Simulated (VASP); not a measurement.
CdSe:

```
Cd Se
1.0
     4.30000    0.00000    0.00000
    -2.15000    3.72391    0.00000
     0.00000    0.00000    7.02000
Cd Se
2 2
Direct
  0.66667 0.33333 0.50000
  0.33333 0.66667 0.00000
  0.66667 0.33333 0.88500
  0.33333 0.66667 0.38500
```

- Program: VASP 6.6.1
- Task: relaxation of cell and atoms
- Functional: PBEsol
- Dispersion: D4
- Potentials or basis: VASP PAW PBE potentials, release 64 (Cd, Se)
- Cutoff: 600 eV
- k mesh: 7 × 7 × 4
- Occupations: tetrahedron
- Spin: no spin polarisation

At the start: pressure -0.6 GPa; volume 28.10 Å³/atom.

Task: How do energy, volume and symmetry change on relaxing?

Result: Over 11 steps the energy falls by 5.5 meV/atom and the volume is 27.75 Å³/atom (-1.3 %); space group P6_3mc (No. 186, to 0.1 Å) before and after.

Step by step:
```csv
step,energy change (eV),largest force (eV/Å),pressure (GPa),volume (Å³)
1,0.0000,0.2746,-0.59,112.41
2,-0.0186,0.0642,0.11,110.72
3,-0.0186,0.0604,0.12,110.69
4,-0.0196,0.0411,-0.01,110.97
5,-0.0202,0.0186,-0.17,111.29
6,-0.0197,0.0274,-0.46,111.93
7,-0.0203,0.0060,-0.25,111.47
8,-0.0209,0.0048,-0.18,111.39
9,-0.0220,0.0013,-0.08,111.14
10,-0.0211,0.0071,0.16,110.62
11,-0.0222,0.0011,-0.02,110.99
```

Final structure:
```
Cd Se
1.0
     4.28105    0.00000    0.00000
    -2.14052    3.70750    0.00000
     0.00000    0.00000    6.99311
Cd Se
2 2
Direct
  0.66667 0.33333 0.50481
  0.33333 0.66667 0.00481
  0.66667 0.33333 0.88019
  0.33333 0.66667 0.38019
```

Caveat: the PAW data sets were made with another functional, which shifts forces and pressure a little.
